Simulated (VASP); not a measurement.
# Pt (Fm-3m) in VASP: settings compared

The runs below take Pt through single point, with PBE exchange alone, r2SCAN.

Program: VASP 6.6.1. These are calculated values, not measurements. Logs are shortened: lines on timing, memory, paths and dates and some standing lists are left out, and cuts for length are marked.

### 1 The cell of the first run

Symmetry: Fm-3m, No. 225, cubic system. The conventional cell has a = 3.948 Å, b = 3.948 Å, c = 3.948 Å, α = 90.00°, β = 90.00°, γ = 90.00°. Pt (site symmetry m-3m) has 12 Pt at 2.79 Å within 3.7 Å.

### 2 Single point, PBE exchange alone

Input file INCAR:

```
SYSTEM = Pt
PREC = Accurate ; ENCUT = 520
EDIFF = 1E-6 ; ISMEAR = -1
SIGMA = 0.05 ; LREAL = .False.
LASPH = .True. ; NELM = 60
ALGO = Normal ; ISIF = 2
LWAVE = .False. ; LCHARG = .True.
GGA = PE ; ALDAC = 0.0
AGGAC = 0.0 ; LELF = .True.
LVHAR = .True. ; NBANDS = 11
```

Input file KPOINTS:

```
regular mesh
0
Gamma
  12 12 12
  0 0 0
```

Input file POSCAR:

```
Pt
1.0
    0.0000000000      1.9738864712      1.9738864712
    1.9738864712      0.0000000000      1.9738864712
    1.9738864712      1.9738864712      0.0000000000
Pt
1
Direct
    0.0000000000      0.0000000000      0.0000000000
```

Potentials or basis: VASP PAW PBE potentials, release 64 (Pt).

On the command line:

```
$ cat potpaw_PBE.64/Pt/POTCAR > POTCAR
$ mpirun -np 1 vasp_std > vasp.out
```

OUTCAR:

```text
SYSTEM = Pt
   PREC = Accurate
   ENCUT = 520
   EDIFF = 1E-6
   ISMEAR = -1
   LREAL = .False.
   LASPH = .True.
   NELM = 60
   ISIF = 2
   GGA = PE

 ion  position               nearest neighbor table
   1  0.000  0.000  0.000-

  LATTYP: Found a face centered cubic cell.
 ALAT       =     3.9477729424

  Lattice vectors:

 A1 = (   0.0000000000,   1.9738864712,   1.9738864712)
 A2 = (   1.9738864712,   0.0000000000,   1.9738864712)
 A3 = (   1.9738864712,   1.9738864712,   0.0000000000)

Analysis of symmetry for initial positions (statically):
=====================================================================
 Subroutine PRICEL returns:
 Original cell was already a primitive cell.

 Routine SETGRP: Setting up the symmetry group for a
 face centered cubic supercell.

 Subroutine GETGRP returns: Found 48 space group operations
 (whereof 48 operations were pure point group operations)
 out of a pool of 48 trial point group operations.

The static configuration has the point symmetry O_h .

Analysis of symmetry for dynamics (positions and initial velocities):
=====================================================================
 Subroutine PRICEL returns:
 Original cell was already a primitive cell.

 Routine SETGRP: Setting up the symmetry group for a
 face centered cubic supercell.

 Subroutine GETGRP returns: Found 48 space group operations
 (whereof 48 operations were pure point group operations)
 out of a pool of 48 trial point group operations.

The dynamic configuration has the point symmetry O_h .

 Subroutine INISYM returns: Found 48 space group operations
 (whereof 48 operations are pure point group operations),
 and found     1 'primitive' translations

----------------------------------------------------------------------------------------

                                     Primitive cell

  volume of cell :      15.3814

  direct lattice vectors                    reciprocal lattice vectors
     0.000000000  1.973886471  1.973886471    -0.253307375  0.253307375  0.253307375
     1.973886471  0.000000000  1.973886471     0.253307375 -0.253307375  0.253307375
     1.973886471  1.973886471  0.000000000     0.253307375  0.253307375 -0.253307375

  length of vectors
     2.791497018  2.791497018  2.791497018     0.438741243  0.438741243  0.438741243

  position of ions in fractional coordinates (direct lattice)
     0.000000000  0.000000000  0.000000000

  ion indices of the primitive-cell ions
   primitive index   ion index
                 1           1

----------------------------------------------------------------------------------------

 KPOINTS: regular mesh

Automatic generation of k-mesh.
 Grid dimensions read from file:
 generate k-points for:   12   12   12

 Generating k-lattice:

  Cartesian coordinates                     Fractional coordinates (reciprocal lattice)
    -0.021108948  0.021108948  0.021108948     0.083333333  0.000000000  0.000000000
     0.021108948 -0.021108948  0.021108948     0.000000000  0.083333333  0.000000000
     0.021108948  0.021108948 -0.021108948     0.000000000  0.000000000  0.083333333

  Length of vectors
     0.036561770  0.036561770  0.036561770

  Shift w.r.t. Gamma in fractional coordinates (k-lattice)
     0.000000000  0.000000000  0.000000000

 Subroutine IBZKPT returns following result:
 ===========================================

 Found     72 irreducible k-points:

 Following reciprocal coordinates:
            Coordinates               Weight
  0.000000  0.000000  0.000000      1.000000
  0.083333  0.000000  0.000000      8.000000
  0.166667  0.000000  0.000000      8.000000
  0.250000  0.000000  0.000000      8.000000
  0.333333  0.000000  0.000000      8.000000
  0.416667  0.000000  0.000000      8.000000
[... 16 lines left out ...]
  0.500000  0.166667  0.000000     24.000000
 -0.416667  0.166667  0.000000     24.000000
 [... further k-points ...]
   k-points           NKPTS =     72   k-points in BZ     NKDIM =     72   number of bands    NBANDS=     11
   number of dos      NEDOS =    301   number of ions     NIONS =      1
   total plane-waves  NPLWV =  13824
   dimension x,y,z NGX =    24 NGY =   24 NGZ =   24
   dimension x,y,z NGXF=    48 NGYF=   48 NGZF=   48
   ions per type =               1
   NGX,Y,Z   is equivalent  to a cutoff of  14.29, 14.29, 14.29 a.u.
   NGXF,Y,Z  is equivalent  to a cutoff of  28.59, 28.59, 28.59 a.u.
 SYSTEM =  Pt
   PREC   = accura    normal or accurate (medium, high low for compatibility)
   ISTART =      0    job   : 0-new  1-cont  2-samecut
   ICHARG =      2    charge: 1-file 2-atom 10-const
   ISPIN  =      1    spin polarized calculation?
   LNONCOLLINEAR =      F non collinear calculations
   LSORBIT =      F    spin-orbit coupling
   LASPH  =      T    aspherical Exc in radial PAW
   ENCUT  =  520.0 eV  38.22 Ry    6.18 a.u.   5.19  5.19  5.19*2*pi/ulx,y,z
   NELM   =     60;   NELMIN=  2; NELMDL= -5     # of ELM steps
   EDIFF  = 0.1E-05   stopping-criterion for ELM
   LREAL  =      F    real-space projection
   EDIFFG = 0.1E-04   stopping-criterion for IOM
   NSW    =      0    number of steps for IOM
   IBRION =     -1    ionic relax: 0-MD 1-quasi-New 2-CG
   NFREE  =      0    steps in history (QN), initial steepest desc. (CG)
   ISIF   =      2    stress and relaxation
   ISYM   =      2    0-nonsym 1-usesym 2-fastsym
   POTIM  = 0.5000    time-step for ionic-motion
   TEBEG  =    0.0;   TEEND  =   0.0 temperature during run
   PSTRESS=    0.0 pullay stress
   NELECT =      10.0000    total number of electrons
   NUPDOWN=      -1.0000    fix difference up-down
   EMIN   =  10.00;   EMAX   =-10.00  energy-range for DOS
   EFERMI =   0.00;   METHOD = LEGACY
   ISMEAR =    -1;   SIGMA  =   0.05  broadening in eV -4-tet -1-fermi 0-gaus
   EFERMI_NEDOS =   21; number of points for ismear=-14 and -15
   IALGO  =     38    algorithm
   IMIX   =      4    mixing-type and parameters
     AMIX     =   0.40;   BMIX     =  1.00
     AMIX_MAG =   1.60;   BMIX_MAG =  1.00
  volume/ion in A,a.u.               =      15.38       103.80
  Fermi-wavevector in a.u.,A,eV,Ry     =   1.418217  2.680041 27.365932  2.011339
  Thomas-Fermi vector in A             =   2.539366
   LORBIT       =      0    0 simple, 1 ext, 2 COOP (PROOUT), +10 PAW based schemes
   GGA     = PE    functional components
   LHFCALC =     F    Hartree Fock is set to
   AEXX    =    0.0000 exact exchange contribution
   IVDW    =     0    specifies the selected vdW correction
   LEPSILON=     F    determine dielectric tensor
   LRPA    =     F    only Hartree local field effects (RPA)
 non-spin polarized calculation
  energy-cutoff  :      520.00
  volume of cell :       15.38
 maximum number of plane-waves:       432
 NGX is ok and might be reduce to    24
   NGX = 11   NGY = 11   NGZ = 11

 number of electron      10.0000001 magnetization

 Free energy of the ion-electron system (eV)
  ---------------------------------------------------
  ext. energy  EPLUGINS =         0.00000000
  ---------------------------------------------------
  free energy    TOTEN  =        -3.74384844 eV

  energy without entropy =       -3.72841083  energy(sigma->0) =       -3.73612964

 E-fermi :  12.7134     XC(G=0): -11.5231

 val. band max:       12.7112379296   @ k =  -0.2500   0.4167   0.1667
 cond. band min:      12.7136834772   @ k =   0.4167   0.3333   0.0000
 fundamental gap:      0.0024455476
 Fermi energy:        12.7134424902

 k-point     1 :       0.0000    0.0000    0.0000
  band No.  band energies     occupation
      1       2.7815      2.00000
      2       9.0218      2.00000
      3       9.0218      2.00000
      4       9.0218      2.00000
      5      11.0962      2.00000
      6      11.0962      2.00000
      7      27.6069      0.00000
      8      32.3243      0.00000
      9      32.3243      0.00000
     10      32.3243      0.00000
     11      38.0022      0.00000

 k-point     2 :       0.0833    0.0000    0.0000
  band No.  band energies     occupation
      1       3.0545      2.00000
      2       8.9091      2.00000
      3       9.1269      2.00000
      4       9.1269      2.00000
      5      11.0414      2.00000
      6      11.0414      2.00000
      7      28.0183      0.00000
      8      31.0615      0.00000
      9      32.7382      0.00000
     10      32.7382      0.00000
     11      39.2351      0.00000

 k-point     3 :       0.1667    0.0000    0.0000
  band No.  band energies     occupation
      1       3.8115      2.00000
      2       8.6878      2.00000
      3       9.3401      2.00000
      4       9.3401      2.00000
      5      11.0002      2.00000
      6      11.0002      2.00000
      7      28.6894      0.00000
      8      28.9970      0.00000
      9      33.8842      0.00000
     10      33.8842      0.00000
     11      37.4961      0.00000

 k-point     4 :       0.2500    0.0000    0.0000
  band No.  band energies     occupation
      1       4.7904      2.00000
      2       8.7241      2.00000
      3       9.3834      2.00000
      4       9.3834      2.00000
      5      11.2795      2.00000
      6      11.2795      2.00000
      7      26.0349      0.00000
      8      29.2613      0.00000
      9      35.1835      0.00000
     10      35.1835      0.00000
     11      36.1802      0.00000

 k-point     5 :       0.3333    0.0000    0.0000
  band No.  band energies     occupation
      1       5.4423      2.00000
      2       9.2111      2.00000
      3       9.2111      2.00000
      4       9.6093      2.00000
      5      11.8911      2.00000
      6      11.8911      2.00000
      7      22.9638      0.00000
      8      28.3407      0.00000
      9      33.8748      0.00000
     10      33.8748      0.00000
     11      37.7530      0.00000
[... 211 lines left out ...]
 k-point    21 :       0.3333    0.1667    0.0000
  band No.  band energies     occupation
      1       5.8550      2.00000
      2       7.9037      2.00000
      3       9.1319      2.00000
      4      10.0736      2.00000
      5      11.6840      2.00000
      6      12.1819      1.99995
      7      25.4942      0.00000
      8      29.9382      0.00000
      9      30.5100      0.00000
     10      32.6050      0.00000
     11      36.7716      0.00000

 k-point    22 :       0.4167    0.1667    0.0000
  band No.  band energies     occupation
      1       6.2738      2.00000
      2       8.4313      2.00000
      3       8.9174      2.00000
      4       9.8956      2.00000
      5      12.6668      1.43558
      6      13.2651      0.00003
      7      22.0667      0.00000
      8      28.8474      0.00000
      9      29.9192      0.00000
     10      31.8035      0.00000
     11      39.3443      0.00000

 k-point    23 :       0.5000    0.1667    0.0000
  band No.  band energies     occupation
      1       6.3496      2.00000
      2       8.4168      2.00000
      3       9.6717      2.00000
      4       9.7104      2.00000
      5      12.7924      0.34191
      6      15.2152      0.00000
      7      19.0466      0.00000
      8      28.0551      0.00000
      9      29.9982      0.00000
     10      30.4790      0.00000
     11      39.9344      0.00000

 k-point    24 :      -0.4167    0.1667    0.0000
  band No.  band energies     occupation
      1       6.4052      2.00000
      2       8.4257      2.00000
      3       9.6233      2.00000
      4       9.9935      2.00000
      5      12.4092      1.99545
      6      15.7726      0.00000
      7      18.5949      0.00000
      8      27.5921      0.00000
      9      29.6565      0.00000
     10      31.1024      0.00000
     11      39.5307      0.00000

 [... further k-points ...]
[... 5 lines left out ...]
  --------------------------------------------------------------------------------------
  -------------------------------------------------------------------------------------
  Total        3.4238811      3.4238811      3.4238811     -0.0000000      0.0000000      0.0000000
  in kB      356.6422164    356.6422164    356.6422164     -0.0000000      0.0000000      0.0000000
  external PRESSURE =     356.6422164 kB  Pullay stress =       0.0000000 kB

 VOLUME and BASIS-vectors are now :
 -----------------------------------------------------------------------------
  energy-cutoff  :      520.00
  volume of cell :       15.38
      direct lattice vectors                 reciprocal lattice vectors
     0.000000000  1.973886471  1.973886471    -0.253307375  0.253307375  0.253307375
     1.973886471  0.000000000  1.973886471     0.253307375 -0.253307375  0.253307375
     1.973886471  1.973886471  0.000000000     0.253307375  0.253307375 -0.253307375

 POSITION                                       TOTAL-FORCE (eV/Angst)
 -----------------------------------------------------------------------------------
      0.00000      0.00000      0.00000        -0.000000      0.000000      0.000000
 -----------------------------------------------------------------------------------
    total drift:                               -0.000000      0.000000      0.000000

  FREE ENERGIE OF THE ION-ELECTRON SYSTEM (eV)
  ---------------------------------------------------
  free  energy   TOTEN  =        -3.7438484446 eV

  energy  without entropy=       -3.7284108292  energy(sigma->0) =       -3.73612964
```

Wall time 18 s (1 thread of Intel Xeon 8259CL, shared host); peak memory 0.15 GiB.

Results:

```yaml
Free_energy: -3.7438 eV
Pressure: 35.7 GPa
Band_gap_on_the_k_mesh: zero (band 5 reaches 13.18 eV, above the bottom of band 6 at 11.00 eV)
```

Caveat: spin-orbit coupling is left out, which moves the levels of the heavy elements.

### 3 Single point, PBE exchange alone

This run uses another cell than the first one, of 15.68 Å³/atom, 1.020 times its volume.

Input file INCAR:

```
AGGAC = 0.0
ALDAC = 0.0
ALGO = Fast
EDIFF = 1E-6
ENCUT = 520
GGA = PE
ISIF = 2
ISMEAR = -1
LASPH = True
LCHARG = False
LREAL = False
LWAVE = False
NBANDS = 11
NELM = 100
PREC = Accurate
SIGMA = 0.05
```

Input file KPOINTS:

```
k-points
0
Gamma
  12 12 12
```

Input file POSCAR:

```
Pt
1.0
    0.0000000000      1.9867042750      1.9867042750
    1.9867042750      0.0000000000      1.9867042750
    1.9867042750      1.9867042750      0.0000000000
Pt
1
Direct
    0.0000000000      0.0000000000      0.0000000000
```

Potentials or basis: VASP PAW PBE potentials, release 64 (Pt).

On the command line:

```
$ cat potpaw_PBE.64/Pt/POTCAR > POTCAR
$ mpirun -np 1 vasp_std > vasp.out
```

Wall time 21 s (1 thread of Intel Xeon 8259CL, shared host); peak memory 0.14 GiB.

Results (log left out):

* Free energy: -3.8053 eV
* Pressure: 29.6 GPa
* Band gap on the k mesh: zero (band 5 reaches 12.79 eV, above the bottom of band 6 at 10.69 eV)

Levels at points of the mesh, in eV from the Fermi level:
```tsv
k point	band 3	band 4	band 5	band 6	band 7	band 8
(0.00, 0.00, 0.00)	-3.58	-3.58	-1.57	-1.57	14.94	19.55
(0.50, 0.00, 0.00)	-3.63	-0.13	0.02	0.02	5.50	14.53
(0.50, 0.50, 0.00)	-0.03	0.45	0.45	1.99	8.38	11.32
```

Caveat: spin-orbit coupling is left out, which moves the levels of the heavy elements.

### 4 Single point, PBE exchange alone

This run uses another cell than the first one, of 15.98 Å³/atom, 1.039 times its volume.

Input file INCAR:

```
SYSTEM = Pt
PREC     = Accurate       ! precision mode
ENCUT    = 520            ! plane-wave cutoff, eV
EDIFF    = 1E-7           ! SCF threshold, eV
ISMEAR   = -1             ! smearing method
SIGMA    = 0.05           ! smearing width, eV
LREAL    = .FALSE.        ! projectors in reciprocal space
LASPH    = .TRUE.         ! aspherical terms in the spheres
NELM     = 80             ! most SCF steps
ALGO     = Normal         ! electronic algorithm
ISIF     = 2              ! what is computed and relaxed
LWAVE    = .FALSE.        ! write WAVECAR
LCHARG   = .TRUE.         ! write CHGCAR
GGA      = PE             ! functional
ALDAC    = 0.0          
AGGAC    = 0.0          
LELF     = .TRUE.         ! ELF
LVHAR    = .TRUE.       
NBANDS   = 11             ! bands
```

Input file KPOINTS:

```
regular mesh
0
G
  12 12 12
  0 0 0
```

Input file POSCAR:

```
Pt
1.0
    0.0000000000      1.9993587835      1.9993587835
    1.9993587835      0.0000000000      1.9993587835
    1.9993587835      1.9993587835      0.0000000000
Pt
1
Direct
    0.0000000000      0.0000000000      0.0000000000
```

On the command line:

```
$ cat potpaw_PBE.64/Pt/POTCAR > POTCAR
$ mpirun -np 1 vasp_std > vasp.out
```

Run time: 22 s. Hardware: 1 thread of Intel Xeon 8259CL, shared host; peak memory 0.15 GiB.

Results (log left out):

```yaml
Free_energy: -3.8559 eV
Pressure: 24.1 GPa
Band_gap_on_the_k_mesh: zero (band 5 reaches 12.42 eV, above the bottom of band 6 at 10.38 eV)
```

Levels at points of the mesh, in eV from the Fermi level:
```
           k point  band 1  band 2  band 3  band 4  band 5  band 6  band 7  band 8  band 9  band 10
(0.00, 0.00, 0.00)   -9.52   -3.47   -3.47   -3.47   -1.52   -1.52   14.99   19.49   19.49    19.49
(0.50, 0.00, 0.00)   -6.72   -3.52   -3.52   -0.06    0.01    0.01    5.36   14.57   18.56    18.56
(0.50, 0.50, 0.00)   -6.43   -6.03   -0.03    0.43    0.43    2.02    8.18   11.25   11.25    19.76
```

Caveat: spin-orbit coupling is left out, which moves the levels of the heavy elements.

### 5 Single point, r2SCAN

This run uses another cell than the first one, of 14.18 Å³/atom, 0.922 times its volume.

Input file POSCAR:

```
Pt
1.0
    0.0000000000      1.9208704006      1.9208704006
    1.9208704006      0.0000000000      1.9208704006
    1.9208704006      1.9208704006      0.0000000000
Pt
1
Direct
    0.0000000000      0.0000000000      0.0000000000
```

Input file INCAR.step1:

```
PREC = Accurate
ENCUT = 520
ISMEAR = -1
SIGMA = 0.05
LREAL = False
LASPH = True
NELM = 80
NBANDS = 11
GGA = PE
ALGO = Normal
EDIFF = 1E-4
LWAVE = True
LCHARG = False
```

Input file INCAR.step2:

```
PREC = Accurate
ENCUT = 520
EDIFF = 1E-6
ISMEAR = -1
SIGMA = 0.05
LREAL = False
LASPH = True
NELM = 80
ALGO = Normal
ISIF = 2
LWAVE = False
LCHARG = False
METAGGA = R2SCAN
LMIXTAU = True
NBANDS = 11
ISTART = 1
```

Input file KPOINTS:

```
regular mesh
0
Gamma
  12 12 12
```

On the command line:

```
$ cat potpaw_PBE.64/Pt/POTCAR > POTCAR
$ cp INCAR.step1 INCAR
$ mpirun -np 1 vasp_std > vasp.out
$ cp INCAR.step2 INCAR
$ mpirun -np 1 vasp_std > vasp.out
```

Run time: 65 s. Hardware: 1 thread of Intel Xeon 8259CL, shared host; peak memory 0.13 GiB.

It converged, with:

* Free energy: -51.4221 eV
* Pressure: 26.7 GPa
* Band gap on the k mesh: zero (band 5 reaches 12.86 eV, above the bottom of band 6 at 10.22 eV)

Levels at points of the mesh, in eV from the Fermi level:
```tsv
k point	band 1	band 2	band 3	band 4	band 5	band 6	band 7	band 8	band 9	band 10
(0.00, 0.00, 0.00)	-11.27	-4.35	-4.35	-4.35	-1.95	-1.95	15.24	20.79	20.79	20.79
(0.50, 0.00, 0.00)	-8.31	-4.47	-4.47	-0.60	0.02	0.02	6.66	14.90	20.38	20.38
(0.50, 0.50, 0.00)	-8.07	-7.60	-0.06	0.58	0.58	1.80	10.05	12.21	12.21	22.06
```

Caveat: the PAW data sets were made with another functional, which shifts forces and pressure a little; spin-orbit coupling is left out, which moves the levels of the heavy elements.

### 6 The runs side by side

| level | cell | gap on the mesh (eV) | pressure (GPa) |
| --- | --- | --- | --- |
| PBE exchange alone | a = 2.791 Å, angles 60.0°, 1 atom | none | 35.7 |
| PBE exchange alone | a = 2.810 Å, angles 60.0°, 1 atom | none | 29.6 |
| PBE exchange alone | a = 2.828 Å, angles 60.0°, 1 atom | none | 24.1 |
| r2SCAN | a = 2.717 Å, angles 60.0°, 1 atom | none | 26.7 |

Alike in all rows: task single point; potentials or basis VASP PAW PBE potentials, release 64 (Pt); no spin polarisation; k mesh 12 × 12 × 12; cutoff (eV) 520; smearing fermi-dirac 0.05 eV.

Caveats: spin-orbit coupling is left out, which moves the levels of the heavy elements; the PAW data sets were made with another functional, which shifts forces and pressure a little (some runs).

Total energies depend on the potentials used, so only differences within one code and one set of settings carry meaning.
